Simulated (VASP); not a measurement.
# Si23H4O48 (a cell with a defect) in VASP: further runs, part 2 of 3

VASP 6.6.1. The steps go on from the part before.

**3. Single point, PBE**

Input file INCAR:

```
SYSTEM = Si23H4O48
ALGO     = Normal         ! electronic algorithm
EDIFF    = 1E-6           ! SCF threshold, eV
ENCUT    = 520            ! plane-wave cutoff, eV
GGA      = PE             ! functional
ISIF     = 2              ! what is computed and relaxed
ISMEAR   = 0              ! smearing method
LASPH    = .True.         ! aspherical terms in the spheres
LCHARG   = .False.        ! write CHGCAR
LREAL    = Auto         
LWAVE    = .False.        ! write WAVECAR
NBANDS   = 235            ! bands
NELM     = 80             ! most SCF steps
PREC     = Accurate       ! precision mode
SIGMA    = 0.02           ! smearing width, eV
```

Input file KPOINTS:

```
k-points
0
Gamma
  1 1 1
  0 0 0
```

Input file POSCAR:

```
Si23H4O48
1.0
    9.8316000000      0.0000000000      0.0000000000
   -4.9158000000      8.5144150000      0.0000000000
    0.0000000000      0.0000000000     10.8182000000
Si O H
23 48 4
Direct
    0.2668430000      0.0009767400      0.1634700000
    0.0028516000      0.2703680000      0.3357050000
    0.2306050000      0.2354080000      0.0001007300
    0.2653480000      0.9977494000      0.6636500000
    0.9932126000      0.2663560000      0.8350300000
    0.2323110000      0.2285110000      0.5017520000
    0.2682820000      0.5027390000      0.1672110000
    0.9997803800      0.7676140000      0.3331480000
    0.2338640000      0.7330290000      0.9966533000
    0.9989205000      0.7666930000      0.8327140000
    0.2344290000      0.7356140000      0.4976220000
    0.7692410000      0.0042952000      0.1672390000
    0.4984520000      0.2670890000      0.3326380000
    0.7266420000      0.2320240000      0.0002954000
    0.7657180000      0.0012322000      0.6669000000
    0.4945750000      0.2657660000      0.8320270000
    0.7327730000      0.2338080000      0.4992370000
    0.7651740000      0.5008340000      0.1672980000
    0.5011880000      0.7703670000      0.3320530000
    0.7350830000      0.7369020000      0.0012113000
    0.7631940000      0.4995590000      0.6663380000
    0.5046480000      0.7692100000      0.8316280000
    0.7327490000      0.7354920000      0.4996880000
    0.0687650000      0.2066210000      0.4462400000
    0.2961240000      0.3658270000      0.1099080000
    0.1402060000      0.4347450000      0.2786630000
    0.2024600000      0.0698960000      0.0553950000
    0.3623780000      0.2944360000      0.3913610000
    0.4306990000      0.1384180000      0.2213530000
    0.0654320000      0.2098730000      0.9457150000
    0.3038820000      0.3517710000      0.6166480000
    0.1356700000      0.4290170000      0.7780800000
    0.1997120000      0.0574320000      0.5499300000
    0.3584550000      0.2958220000      0.8879650000
    0.4284840000      0.1364520000      0.7217280000
    0.0679010000      0.7063220000      0.4438320000
    0.2991160000      0.8684090000      0.1031500000
    0.1368330000      0.9300380000      0.2735220000
    0.2040780000      0.5698520000      0.0580140000
    0.3639780000      0.7993980000      0.3865800000
    0.4342950000      0.6406840000      0.2215190000
    0.0677460000      0.7049810000      0.9423610000
    0.2993620000      0.8643310000      0.6090240000
    0.1350350000      0.9300380000      0.7738950000
    0.2058530000      0.5699500000      0.5554350000
    0.3593880000      0.7870590000      0.8833780000
    0.4574520000      0.6484340000      0.7143040000
    0.5683340000      0.2046660000      0.4411890000
    0.7907210000      0.3628830000      0.1097040000
    0.6344730000      0.4331810000      0.2768560000
    0.7032200000      0.0691220000      0.0573170000
    0.8658290000      0.2991990000      0.3913950000
    0.9337440000      0.1415760000      0.2241200000
    0.5617480000      0.2046160000      0.9436860000
    0.7914020000      0.3622690000      0.6109670000
    0.6303510000      0.4323090000      0.7751710000
    0.7053660000      0.0690910000      0.5554790000
    0.8539980000      0.2927100000      0.8882170000
    0.9307640000      0.1366270000      0.7244910000
    0.5684650000      0.7078670000      0.4422990000
    0.7990200000      0.8685060000      0.1101390000
    0.6394420000      0.9356300000      0.2772850000
    0.7054800000      0.5714430000      0.0574340000
    0.8637870000      0.7971160000      0.3899890000
    0.9305870000      0.6356190000      0.2243800000
    0.5697540000      0.7090080000      0.9453830000
    0.7944690000      0.8645580000      0.6107280000
    0.6368080000      0.9393260000      0.7782680000
    0.7041320000      0.5699330000      0.5561050000
    0.8633810000      0.7966100000      0.8896810000
    0.9285160000      0.6335080000      0.7246220000
    0.4522990000      0.5477660000      0.7253400000
    0.2297450000      0.3561110000      0.6755540000
    0.3146286300      0.5867995900      0.6005419100
    0.1163320000      0.4796660000      0.7069560000
```

Potentials or basis: VASP PAW PBE potentials, release 64 (Si, O, H).

The run is started by

```sh
cat potpaw_PBE.64/Si/POTCAR potpaw_PBE.64/O/POTCAR potpaw_PBE.64/H/POTCAR > POTCAR
mpirun -np 1 vasp_gam > vasp.out
```

Wall time 13 min (1 thread of Intel Xeon 8259CL, shared host); peak memory 0.99 GiB.

Results (log left out):

* Free energy: -573.3316 eV
* Pressure: 2.5 GPa
* Largest force: 2.942 eV/Å
* Band gap on the k mesh: 5.61 eV

Forces on the atoms (eV/Å):
```
Si   0.011 -0.006  0.016
Si   0.001  0.046  0.024
Si  -0.024 -0.013  0.008
Si   0.044 -0.044 -0.019
Si   0.030  0.021  0.014
Si  -0.024 -0.019 -0.074
Si   0.001 -0.007  0.033
Si   0.029 -0.003  0.036
Si  -0.028 -0.026  0.029
Si   0.016  0.006 -0.021
Si   0.162 -0.244  0.132
Si   0.010  0.012  0.016
Si  -0.002  0.001  0.004
Si  -0.003 -0.003  0.009
Si   0.030  0.045 -0.043
Si  -0.003 -0.011  0.000
Si   0.003  0.008 -0.010
Si   0.021  0.001  0.016
Si  -0.085  0.009  0.022
Si   0.046 -0.004  0.033
Si   0.056 -0.004 -0.009
Si  -0.111  0.213  0.187
Si   0.023 -0.007 -0.044
O    0.017  0.001  0.003
O   -0.004 -0.004 -0.016
O    0.013 -0.012 -0.023
O    0.014  0.009  0.000
O   -0.006 -0.006  0.011
O   -0.011  0.009  0.001
O    0.002  0.003 -0.002
O    0.059  0.033  0.017
O    0.039 -0.052  0.060
O   -0.010  0.030  0.005
O    0.003  0.005 -0.002
O   -0.011  0.020  0.013
O   -0.073  0.042 -0.052
O   -0.003 -0.010 -0.020
O    0.012  0.004 -0.022
O    0.008  0.017 -0.012
O    0.038  0.037 -0.058
O    0.004  0.002 -0.011
O    0.004  0.010 -0.006
O   -0.033  0.088  0.035
O    0.002 -0.001  0.004
O    2.612  0.291  1.313
O    0.054 -0.022 -0.034
O   -0.062 -0.140 -0.228
O   -0.004  0.012 -0.005
O   -0.012 -0.007 -0.011
O    0.008  0.000 -0.006
O    0.009  0.000 -0.003
O   -0.008 -0.023  0.008
O   -0.012 -0.001 -0.004
O   -0.003  0.006 -0.007
O   -0.020 -0.006 -0.001
O   -0.010  0.005 -0.002
O    0.015 -0.010  0.022
O   -0.002 -0.017  0.006
O   -0.013 -0.008  0.004
O    0.025  0.007  0.021
O   -0.012 -0.015 -0.023
O    0.020 -0.004 -0.011
O   -0.003  0.013 -0.008
O   -0.022 -0.008  0.014
O   -0.020  0.000 -0.008
O   -0.045 -0.013 -0.092
O   -0.024 -0.016  0.010
O   -0.004 -0.066  0.007
O   -0.011  0.009  0.012
O   -0.022 -0.012  0.011
O   -0.022  0.003  0.015
H    0.081 -0.131  0.008
H   -0.081  0.020  0.069
H   -2.677 -0.166 -1.209
H    0.000  0.102 -0.151
```

Stress tensor (GPa, compression positive):
```
 1.99  0.01 -0.30
 0.01  3.01 -0.17
-0.30 -0.17  2.37
```

Levels at points of the mesh, in eV from the valence-band top:
```
           k point  band 190  band 191  band 192  band 193  band 194  band 195
(0.00, 0.00, 0.00)     -0.26     -0.24      0.00      5.61      7.55      7.61
```

Caveat: the k points lie up to 0.74 Å⁻¹ apart.

**4. Single point, PBE**

Input file INCAR:

```
SYSTEM = Si23H4O48
PREC = Accurate
ENCUT = 520
EDIFF = 1E-6
ISMEAR = 0
SIGMA = 0.02
LREAL = Auto
LASPH = .TRUE.
NELM = 80
ALGO = Normal
ISIF = 2
LWAVE = .FALSE.
LCHARG = .TRUE.
GGA = PE
LELF = .TRUE.
LVHAR = .TRUE.
NBANDS = 235
```

Input file KPOINTS:

```
Automatic mesh
0
G
  1 1 1
  0 0 0
```

POSCAR, as its differences from that of step 3:

```diff
@@ -81,3 +81,3 @@
     0.2297450000      0.3561110000      0.6755540000
-    0.3146286300      0.5867995900      0.6005419100
+    0.3244282400      0.5883175700      0.6046055900
     0.1163320000      0.4796660000      0.7069560000
```

The run is started by

```sh
cat potpaw_PBE.64/Si/POTCAR potpaw_PBE.64/O/POTCAR potpaw_PBE.64/H/POTCAR > POTCAR
mpirun -np 1 vasp_gam > vasp.out
```

Wall time 14 min (1 thread of Intel Xeon 8259CL, shared host); peak memory 1 GiB.

It converged, with:

| Property | Result |
| --- | --- |
| Free energy | -572.9918 eV |
| Pressure | 2.4 GPa |
| Largest force | 3.711 eV/Å |
| Band gap on the k mesh | 5.45 eV |

Forces on the atoms (eV/Å):
```
Si   0.006 -0.009  0.036
Si   0.006  0.079  0.044
Si  -0.034 -0.020  0.022
Si   0.070 -0.086 -0.052
Si   0.042  0.049  0.009
Si  -0.044 -0.029 -0.109
Si  -0.010 -0.011  0.071
Si   0.071 -0.017  0.076
Si  -0.057 -0.039  0.065
Si   0.036  0.004 -0.042
Si   0.321 -0.517  0.266
Si   0.008  0.024  0.039
Si  -0.001 -0.006  0.007
Si   0.001  0.005  0.016
Si   0.057  0.096 -0.085
Si   0.002 -0.032 -0.003
Si   0.010  0.027 -0.023
Si   0.034  0.004  0.035
Si  -0.166  0.009  0.044
Si   0.106  0.002  0.067
Si   0.102 -0.006 -0.022
Si  -0.192  0.416  0.382
Si   0.053 -0.001 -0.094
O    0.027 -0.009  0.007
O    0.002 -0.006 -0.027
O    0.018 -0.019 -0.046
O    0.013  0.013 -0.008
O   -0.003 -0.004  0.015
O   -0.011  0.011 -0.003
O    0.005 -0.003  0.000
O    0.089  0.066  0.058
O    0.056 -0.084  0.109
O   -0.022  0.050  0.010
O    0.005  0.017 -0.009
O   -0.008  0.038  0.028
O   -0.155  0.082 -0.105
O    0.004 -0.015 -0.038
O    0.011  0.014 -0.037
O    0.009  0.027 -0.029
O    0.079  0.087 -0.121
O    0.015 -0.001 -0.025
O    0.009  0.012 -0.005
O   -0.057  0.181  0.077
O   -0.009 -0.001  0.018
O    3.283  0.400  1.635
O    0.111 -0.037 -0.077
O   -0.111 -0.352 -0.494
O   -0.005  0.014 -0.005
O   -0.014 -0.010 -0.017
O    0.007  0.002 -0.010
O    0.007 -0.005 -0.011
O   -0.016 -0.035  0.008
O   -0.014 -0.010 -0.014
O   -0.006  0.007 -0.010
O   -0.035 -0.008  0.007
O   -0.027  0.015  0.002
O    0.022 -0.026  0.040
O   -0.008 -0.022  0.007
O   -0.022 -0.026  0.005
O    0.050  0.003  0.050
O   -0.017 -0.029 -0.042
O    0.034  0.000 -0.021
O   -0.017  0.022 -0.024
O   -0.044 -0.008  0.021
O   -0.031 -0.007 -0.024
O   -0.093 -0.034 -0.180
O   -0.039 -0.024  0.030
O   -0.018 -0.136  0.015
O   -0.029  0.012  0.020
O   -0.044 -0.014  0.016
O   -0.040  0.004  0.025
H    0.138 -0.179  0.040
H   -0.109  0.013  0.061
H   -3.422 -0.077 -1.433
H    0.016  0.151 -0.241
```

Stress tensor (GPa, compression positive):
```
 1.80 -0.01 -0.42
-0.01  2.99 -0.17
-0.42 -0.17  2.30
```

Levels at points of the mesh, in eV from the valence-band top:
| k point | band 189 | band 190 | band 191 | band 192 | band 193 | band 194 | band 195 | band 196 |
| --- | --- | --- | --- | --- | --- | --- | --- | --- |
| (0.00, 0.00, 0.00) | -0.41 | -0.40 | -0.38 | 0.00 | 5.45 | 7.39 | 7.45 | 7.68 |

Caveat: the k points lie up to 0.74 Å⁻¹ apart.

(Continued in part 3 of 3.)
